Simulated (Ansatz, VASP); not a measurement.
## SnSe3 in VASP and in Ansatz

```xyz
4
Lattice="4.5247 0.0000 0.0000 0.0000 4.5247 0.0000 0.0000 0.0000 4.5247" Properties=species:S:1:pos:R:3 pbc="T T T"
Sn    0.0000    0.0000    0.0000
Se    0.0000    2.2624    2.2624
Se    2.2624    0.0000    2.2624
Se    2.2624    2.2624    0.0000
```

Alike in both runs: task relaxation of cell and atoms; functional PBE; k mesh 10 × 10 × 10; occupations gaussian, width 0.1 eV; no spin polarisation.

|  | VASP | Ansatz |
| --- | --- | --- |
| version | VASP 6.6.1 | Ansatz 0.2.0 |
| potentials or method | VASP PAW PBE potentials, release 64 (Sn_d, Se), cutoff 600 eV | scalar-relativistic, plane waves, PAW |
| valence electrons in the cell | 32 | 62 |

|  | VASP | Ansatz | Ansatz less VASP |
| --- | --- | --- | --- |
| gap on the k mesh at the Fermi level, each at its own relaxed structure (eV) | none | none | - |
| relaxed volume (Å³/atom) | 23.16 | 23.16 | 0.000 |
| relaxed cell length with the largest relative difference (Å) | 4.525 | 4.525 | 0.0000 |

A gap of «none» marks a metal or a gap that the smearing closes. VASP's potentials hold 32 valence electrons a cell and Ansatz's 62, so a difference there can come from the potentials and not from the codes.

Noted on VASP's run: the relaxation stopped at its first step, so nothing moved.
